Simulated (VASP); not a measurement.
Write the native input for VASP 6.6.1 that does the following.

```yaml
Task: single point
Functional: LDA
Potentials_or_basis: VASP PAW LDA potentials, release 64 (Pt)
Cutoff: 520 eV
k_mesh: 22 × 22 × 22
Occupations: gaussian, width 0.15 eV
Spin: no spin polarisation
Dipole_correction: no
Further_INCAR_settings: ALGO = Fast; EDIFF = 1e-06; NBANDS = 11
```

The structure of Pt lies in POSCAR:

```
Pt
1.0
    0.0000000000      2.3839414398      1.4542042783
    2.3839414398      0.0000000000      1.4542042783
    2.3839414398      2.3839414398      0.0000000000
Pt
1
Direct
    0.0000000000      0.0000000000      0.0000000000
```

This cell differs from its parent crystal: volume 16.529 Å^3 an atom, c/a of the conventional cell 0.6100.

These files were run (other wordings do the same):

INCAR

```
SYSTEM = Pt
PREC = Accurate
ENCUT = 520
EDIFF = 1E-6
ISMEAR = 0
SIGMA = 0.15
LREAL = .FALSE.
LASPH = .TRUE.
NELM = 60
ALGO = Fast
ISIF = 2
LWAVE = .FALSE.
LCHARG = .FALSE.
NBANDS = 11
```

KPOINTS

```
regular mesh
0
G
  22 22 22
  0 0 0
```

Potentials or basis: VASP PAW LDA potentials, release 64 (Pt).

The run is started by

```console
$ cat potpaw_LDA.64/Pt/POTCAR > POTCAR
$ mpirun -np 1 vasp_std > vasp.out
```

Results of the run:

The pressure is -23.4 GPa and the band gap on the k mesh is zero (band 5 reaches 10.08 eV, above the bottom of band 6 at 8.24 eV).

Caveat: spin-orbit coupling is left out, which moves the levels of the heavy elements.

Run time: 93 s on 1 thread of Intel Xeon 6975P-C, with other jobs on the host, peak memory 0.26 GiB.
